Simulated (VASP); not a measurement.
## Ti: single point with LDA

Ti:

```
Ti
1.0
     0.00000    2.00327    2.00327
     2.00327    0.00000    2.00327
     2.00327    2.00327    0.00000
Ti
1
Direct
  0.00000 0.00000 0.00000
```

| Quantity | Value |
| --- | --- |
| Program | VASP 6.6.1 |
| Task | single point |
| Functional | LDA |
| Potentials or basis | VASP PAW LDA potentials, release 64 (Ti_sv) |
| Cutoff | 520 eV |
| k mesh | 9 × 9 × 9 |
| Occupations | methfessel-paxton, width 0.05 eV |
| Spin | no spin polarisation |
| Dipole correction | no |
| Further INCAR settings | ALGO = Normal; EDIFF = 1e-06; NBANDS = 12 |

| Item | Value |
| --- | --- |
| Pressure | -0.2 GPa |
| Band gap on the k mesh | zero (band 6 reaches 9.71 eV, above the bottom of band 7 at 8.32 eV) |

Levels at points of the mesh, in eV from the Fermi level:
| k point | band 2 | band 3 | band 4 | band 5 | band 6 | band 7 | band 8 | band 9 | band 10 | band 11 |
| --- | --- | --- | --- | --- | --- | --- | --- | --- | --- | --- |
| (0.00, 0.00, 0.00) | -32.05 | -32.05 | -32.05 | -6.20 | 0.87 | 0.87 | 0.87 | 2.65 | 2.65 | 15.76 |

Wall time 9.4 s on 1 thread of Intel Xeon 8259CL, on a shared host, peak memory 0.13 GiB.
